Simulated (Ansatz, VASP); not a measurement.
## Two plane-wave programs on CdTe

POSCAR

```
CdTe
1.0
    0.0000000000      2.6347411085      2.6347411085
    2.6347411085      0.0000000000      2.6347411085
    2.6347411085      2.6347411085      0.0000000000
Cd Te
1 1
Direct
    0.0000000000      0.0000000000      0.0000000000
    0.5000000000      0.5000000000      0.5000000000
```

File INCAR.step1:

```
ALGO = Normal
EDIFF = 1E-4
ENCUT = 520
GGA = PE
ISMEAR = -1
LASPH = T
LCHARG = F
LREAL = F
LWAVE = T
NBANDS = 16
NELM = 60
PREC = Accurate
SIGMA = 0.08
```

INCAR.step2

```
ALGO = Normal
EDIFF = 1E-6
ENCUT = 520
ISIF = 2
ISMEAR = -1
ISTART = 1
LASPH = T
LCHARG = F
LMIXTAU = T
LREAL = F
LWAVE = F
METAGGA = R2SCAN
NBANDS = 16
NELM = 60
PREC = Accurate
SIGMA = 0.08
```

Contents of KPOINTS:

```
k-points
0
Gamma
  13 13 13
```

Input for Ansatz:

```yaml
crystal:
  lattice:
    - [0.0, 2.6347411085, 2.6347411085]
    - [2.6347411085, 0.0, 2.6347411085]
    - [2.6347411085, 2.6347411085, 0.0]
  atoms:
    - { symbol: Cd, position: [0.0, 0.0, 0.0] }
    - { symbol: Te, position: [0.5, 0.5, 0.5] }
kpoints:
  mp_grid: { grid: [13, 13, 13] }
scf:
  occupations: { method: fermi_dirac, width: 0.08 }
hamiltonian:
  xc: r2scan
  pseudopotentials: { kind: paw }
output:
  forces: true
  stress: true
  eigenvalues: true
  populations: true
```

Change from the starting cell: volume scaled by 0.65, PAW files.

Alike in both runs: task single point; functional r2SCAN; k mesh 13 × 13 × 13; occupations fermi-dirac, width 0.08 eV; no spin polarisation.

|  | VASP | Ansatz |
| --- | --- | --- |
| version | VASP 6.6.1 | Ansatz 0.2.0 |
| potentials or method | VASP PAW PBE potentials, release 64 (Cd, Te) | PAW with Ansatz's default frozen-core files, scalar-relativistic |
| plane-wave cutoff (eV) | 520 | 500 |
| valence electrons in the cell | 18 | 36 |

|  | VASP | Ansatz | Ansatz less VASP |
| --- | --- | --- | --- |
| pressure (GPa) | 65.5 | 63.9 | -1.52 |

VASP's potentials were made for PBE, not for r2SCAN. Both programs put the cell under a high pressure, so it lies far from rest at this level. VASP's potentials hold 18 valence electrons a cell and Ansatz's 36, so a difference there can come from the potentials and not from the codes.

Spin-orbit coupling is off throughout. Noted on VASP's run: the cell as given lies far from equilibrium.
